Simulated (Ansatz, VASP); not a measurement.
One calculation of NbP, two programs

Contents of INCAR:

```
  ALGO = Normal
  EDIFF = 1E-6
  ENCUT = 500
  GGA = PE
  GGA_COMPAT = False
  ISIF = 2
  ISMEAR = -1
  LASPH = True
  LCHARG = False
  LREAL = False
  LWAVE = False
  NBANDS = 16
  NELM = 120
  PREC = Accurate
  SIGMA = 0.08
```

KPOINTS

```
k-points
0
Gamma
  12 12 12
```

The input POSCAR:

```
NbP
1.0
    0.0000000000      2.6770748960      2.6770748960
    2.6770748960      0.0000000000      2.6770748960
    2.6770748960      2.6770748960      0.0000000000
Nb P
1 1
Direct
    0.0000000000      0.0000000000      0.0000000000
    0.2500000000      0.2500000000      0.2500000000
```

Input for Ansatz:

```yaml
crystal:
  lattice:
    - [0.0, 2.677074896, 2.677074896]
    - [2.677074896, 0.0, 2.677074896]
    - [2.677074896, 2.677074896, 0.0]
  atoms:
    - { symbol: Nb, position: [0.0, 0.0, 0.0] }
    - { symbol: P, position: [0.25, 0.25, 0.25] }
kpoints:
  mp_grid: { grid: [12, 12, 12] }
scf:
  occupations: { method: fermi_dirac, width: 0.08 }
hamiltonian:
  xc: pbe
  pseudopotentials: { kind: paw }
output:
  forces: true
  stress: true
  eigenvalues: true
  populations: true
  write_density: true
  write_potential: true
  elf: true
  volumetric_format: npy
```

Change from the starting cell: volume scaled by 0.88, PAW files.

Alike in both runs: task single point; functional PBE; k mesh 12 × 12 × 12; occupations fermi-dirac, width 0.08 eV; no spin polarisation.

```csv
,VASP,Ansatz
version,VASP 6.6.1,Ansatz 0.2.0
potentials or method,"VASP PAW PBE potentials, release 64 (Nb_sv, P)","PAW with Ansatz's default frozen-core files, scalar-relativistic"
plane-wave cutoff (eV),500,420
valence electrons in the cell,18,18
```

|  | VASP | Ansatz | Ansatz less VASP |
| --- | --- | --- | --- |
| pressure (GPa) | 17.6 | 18.0 | +0.33 |

The functional is the same, so the differences come from potentials, cutoffs and numerics.
